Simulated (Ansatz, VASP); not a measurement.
# BiAs in VASP and in Ansatz

INCAR

```
SYSTEM = BiAs
  ALGO = Normal
  EDIFF = 1E-6
  ENCUT = 520
  GGA = PS
  ISIF = 2
  ISMEAR = -1
  LASPH = .TRUE.
  LCHARG = .FALSE.
  LREAL = .FALSE.
  LWAVE = .FALSE.
  NBANDS = 28
  NELM = 60
  PREC = Accurate
  SIGMA = 0.08
```

File KPOINTS:

```
k-points
0
G
  10 10 6
  0 0 0
```

POSCAR

```
BiAs
1.0
    4.9662288984      0.0000000000      0.0000000000
   -2.4831144492      4.3008803870      0.0000000000
    0.0000000000      0.0000000000      6.4078756807
As Bi
2 2
Direct
    0.3333333333      0.6666666667     -0.0274116519
    0.6666666667      0.3333333333      0.4725883481
    0.3333333333      0.6666666667      0.4034116519
    0.6666666667      0.3333333333      0.9034116519
```

Input for Ansatz:

```yaml
crystal:
  lattice:
    - [4.9662288984, 0.0, 0.0]
    - [-2.4831144492, 4.300880387, 0.0]
    - [0.0, 0.0, 6.4078756807]
  atoms:
    - { symbol: As, position: [0.3333333333, 0.6666666667, -0.0274116519] }
    - { symbol: As, position: [0.6666666667, 0.3333333333, 0.4725883481] }
    - { symbol: Bi, position: [0.3333333333, 0.6666666667, 0.4034116519] }
    - { symbol: Bi, position: [0.6666666667, 0.3333333333, 0.9034116519] }
kpoints:
  mp_grid: { grid: [10, 10, 6] }
scf:
  occupations: { method: fermi_dirac, width: 0.08 }
hamiltonian:
  xc: pbesol
  pseudopotentials: { kind: all_electron, lapw: { basis_error: 0.0005 } }
output:
  forces: true
  stress: true
  eigenvalues: true
```

Change from the starting cell: functional pbesol, volume scaled by 0.96.

Alike in both runs: task single point; functional PBEsol; k mesh 10 × 10 × 6; occupations fermi-dirac, width 0.08 eV; no spin polarisation.

```csv
,VASP,Ansatz
version,VASP 6.6.1,Ansatz 0.2.0
potentials or method,"VASP PAW PBE potentials, release 64 (As, Bi_d), cutoff 520 eV","all-electron LAPW, scalar-relativistic"
```

```tsv
	VASP	Ansatz	Ansatz less VASP
pressure (GPa)	-0.2	-0.2	-0.02
traceless stress, the component that is largest in VASP (GPa)	-0.14	-0.18	-0.035
rms of the force components (eV/Å)	0.056	0.050	-0.0059
```

VASP's potentials were made for PBE, not for PBEsol. Atom by atom the forces differ by 0.006 eV/Å (rms over components). Ansatz ran all-electron here, and VASP with PAW potentials.

Spin-orbit coupling is off throughout.
